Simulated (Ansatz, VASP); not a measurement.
**SnO2 in VASP and in Ansatz**

INCAR

```
SYSTEM = SnO2
PREC = Accurate
ENCUT = 520
EDIFF = 1E-6
ISMEAR = -1
SIGMA = 0.05
LREAL = .FALSE.
LASPH = .TRUE.
NELM = 100
ALGO = Normal
ISIF = 2
LWAVE = .FALSE.
LCHARG = .FALSE.
GGA = RE
NBANDS = 35
```

File KPOINTS:

```
regular mesh
0
G
  6 6 8
  0 0 0
```

POSCAR

```
SnO2
1.0
    4.7380000000      0.0000000000      0.0000000000
    0.0000000000      4.7380000000      0.0000000000
    0.0000000000      0.0000000000      3.1865000000
Sn O
2 4
Direct
    0.5000000000      0.5000000000      0.5000000000
    0.0000000000      0.0000000000      0.0000000000
    0.8071000000      0.1929000000      0.5000000000
    0.6929000000      0.6929000000      0.0000000000
    0.1929000000      0.8071000000      0.5000000000
    0.3071000000      0.3071000000      0.0000000000
```

The input input.yaml:

```yaml
crystal:
  lattice:
    - [4.738, 0.0, 0.0]
    - [0.0, 4.738, 0.0]
    - [0.0, 0.0, 3.1865]
  atoms:
    - { symbol: Sn, position: [0.5, 0.5, 0.5] }
    - { symbol: Sn, position: [0.0, 0.0, 0.0] }
    - { symbol: O, position: [0.8071, 0.1929, 0.5] }
    - { symbol: O, position: [0.6929, 0.6929, 0.0] }
    - { symbol: O, position: [0.1929, 0.8071, 0.5] }
    - { symbol: O, position: [0.3071, 0.3071, 0.0] }
hamiltonian:
  xc: revpbe
  pseudopotentials: { kind: paw }
kpoints:
  mp_grid: { grid: [6, 6, 8] }
  band_path:
    path:
      - [[0.0, 0.0, 0.0], [0.0, 0.5, 0.0], [0.5, 0.5, 0.0], [0.0, 0.0, 0.0], [0.0, 0.0, 0.5], [0.0, 0.5, 0.5], [0.5, 0.5, 0.5], [0.0, 0.0, 0.5]]
      - [[0.0, 0.5, 0.0], [0.0, 0.5, 0.5]]
      - [[0.5, 0.5, 0.0], [0.5, 0.5, 0.5]]
    npoints: 14
scf:
  occupations: { method: fermi_dirac, width: 0.05 }
  n_extra_bands: 15
output:
  forces: true
  stress: true
  eigenvalues: true
  fatbands: true
  write_density: true
  write_potential: true
  elf: true
  volumetric_format: npy
```

Alike in both runs: functional revPBE; k mesh 6 × 6 × 8; occupations fermi-dirac, width 0.05 eV; no spin polarisation.

|  | VASP | Ansatz |
| --- | --- | --- |
| version | VASP 6.6.1 | Ansatz 0.2.0 |
| potentials or method | VASP PAW PBE potentials, release 64 (Sn_d, O) | Ansatz PAW |
| plane-wave cutoff (eV) | 520 | 420 |
| valence electrons in the cell | 52 | 52 |
| task | single point | band structure |

Ansatz gave:

```
gap on the k mesh at the Fermi level (eV)                     : 1.35
least direct gap on the mesh (eV)                             : 1.35
pressure (GPa)                                                : 14.2
traceless stress, the component that is largest in VASP (GPa) : 2.07
rms of the force components (eV/Å)                            : 0.140
```

Question: What did VASP give for the same quantities?

Answer: gap on the k mesh at the Fermi level (eV): 1.34; least direct gap on the mesh (eV): 1.34; pressure (GPa): 14.9; traceless stress, the component that is largest in VASP (GPa): 2.29; rms of the force components (eV/Å): 0.150.

VASP's potentials were made for PBE, not for revPBE. Atom by atom the forces differ by 0.009 eV/Å (rms over components).
